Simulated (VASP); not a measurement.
Write the native input for VASP 6.6.1 that does the following.

| Quantity | Value |
| --- | --- |
| Task | single point |
| Functional | PBE |
| Dispersion | D3(BJ) |
| Potentials or basis | VASP PAW PBE potentials, release 64 (Sn_d, O) |
| Cutoff | 520 eV |
| k mesh | 7 × 7 × 1 |
| Occupations | gaussian, width 0.05 eV |
| Spin | no spin polarisation |
| Dipole correction | yes |
| Further INCAR settings | ALGO = Normal; EDIFF = 1e-06; NBANDS = 50 |

The structure of SnO lies in POSCAR:

```
SnO
1.0
    3.8201528477      0.0002954339      0.0000000000
   -0.0003145169      3.8201528461      0.0000000000
    0.0000000000      0.0000000000     22.2260749922
Sn O
4 4
Direct
    0.9999452930      0.9999452930      0.2024648977
    0.4999452930      0.4999452930      0.3087831522
    0.4999452930      0.9999452930      0.4887519501
   -0.0000547070      0.4999452930      0.5950702046
    0.9999461076      0.4999461076      0.2556240249
    0.4999461076      0.9999461076      0.2556240249
    0.4999461076      0.4999461076      0.5419110773
   -0.0000538924      0.9999461076      0.5419110773
```

One way to write it, as run:

INCAR

```
PREC = Accurate
ENCUT = 520
EDIFF = 1E-6
ISMEAR = 0
SIGMA = 0.05
LREAL = F
LASPH = T
NELM = 100
ALGO = Normal
ISIF = 2
LWAVE = F
LCHARG = T
LDIPOL = T
IDIPOL = 3
DIPOL = 0.5 0.5 0.399
GGA = PE
IVDW = 12
LELF = T
LVHAR = T
LVACPOTAV = T
NBANDS = 50
```

KPOINTS

```
regular mesh
0
Gamma
  7 7 1
```

Potentials or basis: VASP PAW PBE potentials, release 64 (Sn_d, O).

Command:

```bash
$ cat potpaw_PBE.64/Sn_d/POTCAR potpaw_PBE.64/O/POTCAR > POTCAR
$ mpirun -np 1 vasp_std > vasp.out
```

Results of the run:

* Largest force: 0.123 eV/Å
* Band gap on the k mesh: 2.32 eV, indirect (least direct gap 2.53 eV)
* Dispersion energy per atom: -0.157 eV

Caveat: spin-orbit coupling is left out, which moves the levels of the heavy elements.

It took 6.7 min on 1 thread of Intel(R) Xeon(R) Platinum 8488C (Sapphire Rapids), on a shared host, peak memory 0.45 GiB.
